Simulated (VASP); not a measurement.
# BaTe (P4/nmm) in VASP: relaxation of cell and atoms with PBEsol

Aim: the relaxation of cell and atoms of BaTe with PBEsol.

Everything below comes from runs of VASP 6.6.1. Logs are shortened: lines on timing, memory, paths and dates and some standing lists are left out, and cuts for length are marked.

## (1) The cell of the first run

It takes space group P4/nmm (No. 129, tetragonal). Conventional cell: a = 5.683 Å, b = 5.683 Å, c = 7.161 Å, α = 90.00°, β = 90.00°, γ = 90.00°. Within 4.4 Å of Ba (site symmetry 4mm) lie 4 Te at 3.31 Å. Te (site symmetry -4m2) has 4 Ba at 3.31 Å and 4 Te at 4.02 Å within 4.4 Å.

## (2) Relaxation of cell and atoms, PBEsol

INCAR reads:

```
PREC = Accurate ; ENCUT = 600
EDIFF = 1E-6 ; ISMEAR = 0
SIGMA = 0.05 ; LREAL = F
LASPH = T ; NELM = 100
ALGO = Normal ; ISIF = 3
LWAVE = F ; LCHARG = F
GGA = PS ; IBRION = 2
NSW = 80 ; EDIFFG = -0.01
```

KPOINTS reads:

```
Automatic mesh
0
Gamma
  6 6 4
```

POSCAR reads:

```
BaTe
1.0
    5.6826133206      0.0000000000      0.0000000000
    0.0000000000      5.6826133206      0.0000000000
    0.0000000000      0.0000000000      7.1605657976
Ba Te
2 2
Direct
    0.5000000000      0.0000000000      0.2368000000
    0.0000000000      0.5000000000      0.7632000000
    0.0000000000      0.0000000000      0.0000000000
    0.5000000000      0.5000000000      0.0000000000
```

Potentials or basis: VASP PAW PBE potentials, release 64 (Ba_sv, Te).

Started as:

```sh
$ cat potpaw_PBE.64/Ba_sv/POTCAR potpaw_PBE.64/Te/POTCAR > POTCAR
$ mpirun -np 1 vasp_std > vasp.out
```

OUTCAR:

```text
PREC = Accurate
   ENCUT = 600
   EDIFF = 1E-6
   ISMEAR = 0
   LREAL = F
   LASPH = T
   NELM = 100
   ISIF = 3
   GGA = PS
   IBRION = 2
   NSW = 80
   EDIFFG = -0.01

 ion  position               nearest neighbor table
   1  0.500  0.000  0.237-   3 3.31   4 3.31   4 3.31   3 3.31
   2  0.000  0.500  0.763-   3 3.31   4 3.31   3 3.31   4 3.31
   3  0.000  0.000  0.000-   1 3.31   2 3.31   2 3.31   1 3.31
   4  0.500  0.500  0.000-   1 3.31   2 3.31   1 3.31   2 3.31

  LATTYP: Found a simple tetragonal cell.
 ALAT       =     5.6826133206
 C/A-ratio  =     1.2600832388

  Lattice vectors:

 A1 = (   5.6826133206,   0.0000000000,   0.0000000000)
 A2 = (   0.0000000000,   5.6826133206,   0.0000000000)
 A3 = (   0.0000000000,   0.0000000000,   7.1605657976)

Analysis of symmetry for initial positions (statically):
=====================================================================
 Subroutine PRICEL returns:
 Original cell was already a primitive cell.

 Routine SETGRP: Setting up the symmetry group for a
 simple tetragonal supercell.

 Subroutine GETGRP returns: Found 16 space group operations
 (whereof  8 operations were pure point group operations)
 out of a pool of 16 trial point group operations.

The static configuration has the point symmetry D_2d.
 The point group associated with its full space group is D_4h.

Analysis of symmetry for dynamics (positions and initial velocities):
=====================================================================
 Subroutine PRICEL returns:
 Original cell was already a primitive cell.

 Routine SETGRP: Setting up the symmetry group for a
 simple tetragonal supercell.

 Subroutine GETGRP returns: Found 16 space group operations
 (whereof  8 operations were pure point group operations)
 out of a pool of 16 trial point group operations.

The dynamic configuration has the point symmetry D_2d.
 The point group associated with its full space group is D_4h.

 Subroutine INISYM returns: Found 16 space group operations
 (whereof  8 operations are pure point group operations),
 and found     1 'primitive' translations

----------------------------------------------------------------------------------------

                                     Primitive cell

  volume of cell :     231.2297

  direct lattice vectors                    reciprocal lattice vectors
     5.682613321  0.000000000  0.000000000     0.175975373  0.000000000  0.000000000
     0.000000000  5.682613321  0.000000000     0.000000000  0.175975373  0.000000000
     0.000000000  0.000000000  7.160565798     0.000000000  0.000000000  0.139653769

  length of vectors
     5.682613321  5.682613321  7.160565798     0.175975373  0.175975373  0.139653769

  position of ions in fractional coordinates (direct lattice)
     0.500000000  0.000000000  0.236800000
     0.000000000  0.500000000  0.763200000
     0.000000000  0.000000000  0.000000000
     0.500000000  0.500000000  0.000000000

  ion indices of the primitive-cell ions
   primitive index   ion index
                 1           1
                 2           2
                 3           3
                 4           4

----------------------------------------------------------------------------------------

 KPOINTS: Automatic mesh

Automatic generation of k-mesh.
 Grid dimensions read from file:
 generate k-points for:    6    6    4

 Generating k-lattice:

  Cartesian coordinates                     Fractional coordinates (reciprocal lattice)
     0.029329229  0.000000000  0.000000000     0.166666667  0.000000000  0.000000000
     0.000000000  0.029329229  0.000000000     0.000000000  0.166666667  0.000000000
     0.000000000  0.000000000  0.034913442     0.000000000  0.000000000  0.250000000

  Length of vectors
     0.029329229  0.029329229  0.034913442

  Shift w.r.t. Gamma in fractional coordinates (k-lattice)
     0.000000000  0.000000000  0.000000000

 Subroutine IBZKPT returns following result:
 ===========================================

 Found     30 irreducible k-points:

 Following reciprocal coordinates:
            Coordinates               Weight
  0.000000  0.000000  0.000000      1.000000
  0.166667  0.000000  0.000000      4.000000
  0.333333  0.000000  0.000000      4.000000
  0.500000  0.000000  0.000000      2.000000
  0.166667  0.166667  0.000000      4.000000
  0.333333  0.166667  0.000000      8.000000
[... 16 lines left out ...]
  0.333333  0.000000  0.500000      4.000000
  0.500000  0.000000  0.500000      2.000000
 [... further k-points ...]
   k-points           NKPTS =     30   k-points in BZ     NKDIM =     30   number of bands    NBANDS=     20
   number of dos      NEDOS =    301   number of ions     NIONS =      4
   total plane-waves  NPLWV = 138240
   dimension x,y,z NGX =    48 NGY =   48 NGZ =   60
   dimension x,y,z NGXF=    96 NGYF=   96 NGZF=  120
   ions per type =               2   2
   NGX,Y,Z   is equivalent  to a cutoff of  14.04, 14.04, 13.93 a.u.
   NGXF,Y,Z  is equivalent  to a cutoff of  28.08, 28.08, 27.86 a.u.
 SYSTEM =  unknown system
   PREC   = accura    normal or accurate (medium, high low for compatibility)
   ISTART =      0    job   : 0-new  1-cont  2-samecut
   ICHARG =      2    charge: 1-file 2-atom 10-const
   ISPIN  =      1    spin polarized calculation?
   LNONCOLLINEAR =      F non collinear calculations
   LSORBIT =      F    spin-orbit coupling
   LASPH  =      T    aspherical Exc in radial PAW
   ENCUT  =  600.0 eV  44.10 Ry    6.64 a.u.  11.35 11.35 14.30*2*pi/ulx,y,z
   NELM   =    100;   NELMIN=  2; NELMDL= -5     # of ELM steps
   EDIFF  = 0.1E-05   stopping-criterion for ELM
   LREAL  =      F    real-space projection
   EDIFFG = -.1E-01   stopping-criterion for IOM
   NSW    =     80    number of steps for IOM
   IBRION =      2    ionic relax: 0-MD 1-quasi-New 2-CG
   NFREE  =      1    steps in history (QN), initial steepest desc. (CG)
   ISIF   =      3    stress and relaxation
   ISYM   =      2    0-nonsym 1-usesym 2-fastsym
   POTIM  = 0.5000    time-step for ionic-motion
   TEBEG  =    0.0;   TEEND  =   0.0 temperature during run
   PSTRESS=    0.0 pullay stress
   NELECT =      32.0000    total number of electrons
   NUPDOWN=      -1.0000    fix difference up-down
   EMIN   =  10.00;   EMAX   =-10.00  energy-range for DOS
   EFERMI =   0.00;   METHOD = LEGACY
   ISMEAR =     0;   SIGMA  =   0.05  broadening in eV -4-tet -1-fermi 0-gaus
   EFERMI_NEDOS =   21; number of points for ismear=-14 and -15
   IALGO  =     38    algorithm
   IMIX   =      4    mixing-type and parameters
     AMIX     =   0.40;   BMIX     =  1.00
     AMIX_MAG =   1.60;   BMIX_MAG =  1.00
  volume/ion in A,a.u.               =      57.81       390.10
  Fermi-wavevector in a.u.,A,eV,Ry     =   0.846792  1.600206  9.756159  0.717057
  Thomas-Fermi vector in A             =   1.962196
   LORBIT       =      0    0 simple, 1 ext, 2 COOP (PROOUT), +10 PAW based schemes
   GGA     = PS    functional components
   LHFCALC =     F    Hartree Fock is set to
   AEXX    =    0.0000 exact exchange contribution
   IVDW    =     0    specifies the selected vdW correction
   LEPSILON=     F    determine dielectric tensor
   LRPA    =     F    only Hartree local field effects (RPA)
 conjugate gradient relaxation of ions
 non-spin polarized calculation
 Gauss-broadening in eV      SIGMA  =   0.05
  energy-cutoff  :      600.00
  volume of cell :      231.23
 maximum number of plane-waves:      7753
 NGX is ok and might be reduce to    48
   NGX = 23   NGY = 23   NGZ = 29

--------------------------------------- Ionic step        1  -------------------------------------------

 number of electron      32.0000000 magnetization

 Free energy of the ion-electron system (eV)
  ---------------------------------------------------
  ext. energy  EPLUGINS =         0.00000000
  ---------------------------------------------------
  free energy    TOTEN  =       -15.60685794 eV

  energy without entropy =      -15.60582036  energy(sigma->0) =      -15.60633915

------------------------ aborting loop because EDIFF is reached ----------------------------------------

  FORCE on cell =-STRESS in cart. coord.  units (eV):
  Direction    XX          YY          ZZ          XY          YZ          ZX
  --------------------------------------------------------------------------------------
  -------------------------------------------------------------------------------------
  Total        2.9287811      2.9287811     -3.8264091      0.0000000      0.0000000      0.0000000
  in kB       20.2933591     20.2933591    -26.5129731      0.0000000      0.0000000      0.0000000
  external PRESSURE =       4.6912484 kB  Pullay stress =       0.0000000 kB
[... 95 lines left out ...]
  FREE ENERGIE OF THE ION-ELECTRON SYSTEM (eV)
  ---------------------------------------------------
  free  energy   TOTEN  =       -16.4177826197 eV

  energy  without entropy=      -16.4177826197  energy(sigma->0) =      -16.41778262

 E-fermi :   4.0499     XC(G=0):  -8.7571

 val. band max:        3.8579274554   @ k =   0.3333   0.3333   0.0000
 cond. band min:       4.2331990979   @ k =   0.0000   0.0000   0.0000
 fundamental gap:      0.3752716425
 Fermi energy:         4.0499173843

 k-point     1 :       0.0000    0.0000    0.0000
  band No.  band energies     occupation
      1     -24.4573      2.00000
      2     -24.4356      2.00000
      3      -9.7928      2.00000
      4      -9.7928      2.00000
      5      -9.5954      2.00000
      6      -9.5954      2.00000
[... 541 lines left out ...]
     19       6.2543      0.00000
     20       6.2543      0.00000

 [... further k-points ...]

[... ionic steps 4 to 36 ...]

--------------------------------------- Ionic step       37  -------------------------------------------

 number of electron      32.0000000 magnetization

------------------------ aborting loop because EDIFF is reached ----------------------------------------
[... 71 lines left out ...]
--------------------------------------- Ionic step       39  -------------------------------------------

 number of electron      32.0000000 magnetization

 Free energy of the ion-electron system (eV)
  ---------------------------------------------------
  ext. energy  EPLUGINS =         0.00000000
  ---------------------------------------------------
  free energy    TOTEN  =       -17.84595822 eV

  energy without entropy =      -17.84595822  energy(sigma->0) =      -17.84595822

 E-fermi :   4.3426     XC(G=0):  -9.1622

 val. band max:        4.1257300458   @ k =   0.5000   0.5000   0.5000
 cond. band min:       4.6801448347   @ k =   0.0000   0.0000   0.0000
 fundamental gap:      0.5544147889
 Fermi energy:         4.3425773928

 k-point     1 :       0.0000    0.0000    0.0000
  band No.  band energies     occupation
      1     -23.8917      2.00000
      2     -23.8244      2.00000
      3      -9.3369      2.00000
      4      -9.3369      2.00000
      5      -8.9056      2.00000
      6      -8.9028      2.00000
[... 541 lines left out ...]
     19       6.7004      0.00000
     20       6.7004      0.00000

 [... further k-points ...]
[... 5 lines left out ...]
  --------------------------------------------------------------------------------------
  -------------------------------------------------------------------------------------
  Total        0.0362355      0.0362355      0.0155726      0.0000000      0.0000000      0.0000000
  in kB        0.3959233      0.3959233      0.1701523      0.0000000      0.0000000      0.0000000
  external PRESSURE =       0.3206663 kB  Pullay stress =       0.0000000 kB
[... 19 lines left out ...]
  FREE ENERGIE OF THE ION-ELECTRON SYSTEM (eV)
  ---------------------------------------------------
  free  energy   TOTEN  =       -17.8459582168 eV

  energy  without entropy=      -17.8459582168  energy(sigma->0) =      -17.84595822

 reached required accuracy - stopping structural energy minimisation
```

Run time: 32 min. Hardware: 1 thread of AMD EPYC 9R45 (Zen 5), shared host; peak memory 0.5 GiB.

Results:

```
Free energy                            : -17.8460 eV
Relaxed volume                         : 36.66 Å³/atom
Relaxed cell                           : a = 5.909 Å, b = 5.909 Å, c = 4.200 Å, α = 90.00°, β = 90.00°, γ = 90.00°
Space group after relaxing (to 0.05 Å) : P4/nmm (No. 129)
Energy gained by relaxing              : 559.8 meV/atom
Ionic steps                            : 39
Pressure after relaxing                : 0.0 GPa
Largest force after relaxing           : 0.007 eV/Å
Band gap on the k mesh                 : 0.55 eV, indirect (least direct gap 0.60 eV)
```

Forces on the atoms (eV/Å):
```
Ba   0.000  0.000  0.007
Ba   0.000  0.000 -0.007
Te   0.000  0.000  0.000
Te   0.000  0.000  0.000
```

The path:
```
step  energy change (eV)  largest force (eV/Å)  pressure (GPa)  volume (Å³)
   1              0.0000                0.6444            0.47       231.23
   2             -0.3812                0.6214           -0.21       236.42
   3             -0.8109                0.5105           -1.46       243.24
   4             -0.8796                0.4521           -2.00       245.01
   5             -1.1435                0.0177           -1.24       224.07
   6             -1.2434                0.2936           -0.52       208.49
   7             -1.2571                0.4333           -0.12       201.17
   8             -1.2814                0.4497           -0.18       198.67
   9             -1.3513                0.4996           -0.32       191.15
  10             -1.4455                0.6087           -0.41       176.09
  11             -1.0938                0.5976            0.99       145.93
  12             -1.3915                0.6918           -0.02       167.71
  13             -1.4007                0.6970            0.02       166.85
  14             -1.4267                0.7071            0.16       164.27
  15             -1.4691                0.7188            0.49       159.17
  16             -1.4979                0.6948            1.41       149.24
  17             -1.6148                0.6490            1.44       148.41
  18             -1.9157                0.4722            1.46       145.81
  19             -2.1870                0.1053            1.98       140.27
  20             -2.2307                0.0472           -0.24       148.49
  21             -2.2314                0.0536           -0.02       147.56
  22             -2.2313                0.0525           -0.05       147.71
  23             -2.2318                0.0518           -0.05       147.65
  24             -2.2320                0.0506           -0.04       147.58
  25             -2.2325                0.0494            0.01       147.36
  26             -2.2335                0.0464            0.15       146.70
  27             -2.2333                0.0405            0.44       145.38
  28             -2.2337                0.0435            0.28       146.09
  29             -2.2339                0.0432            0.27       146.11
  30             -2.2344                0.0405            0.25       146.16
  31             -2.2354                0.0357            0.20       146.27
  32             -2.2367                0.0253            0.13       146.48
  33             -2.2378                0.0122           -0.01       146.90
  34             -2.2385                0.0105           -0.04       146.96
  35             -2.2389                0.0081           -0.06       147.03
  36             -2.2389                0.0077           -0.06       147.04
  37             -2.2390                0.0073            0.00       146.76
  38             -2.2390                0.0072            0.02       146.65
  39             -2.2391                0.0065            0.03       146.63
```

Final structure:
```
Ba Te
1.0
     5.90878    0.00000    0.00000
     0.00000    5.90878    0.00000
     0.00000    0.00000    4.19989
Ba Te
2 2
Direct
  0.50000 0.00000 0.49040
  0.00000 0.50000 0.50960
  0.00000 0.00000 0.00000
  0.50000 0.50000 0.00000
```

Caveat: the volume moved by over 15 % at a fixed basis, so the end points are rough; the PAW data sets were made with another functional, which shifts forces and pressure a little; spin-orbit coupling is left out, which moves the levels of the heavy elements.
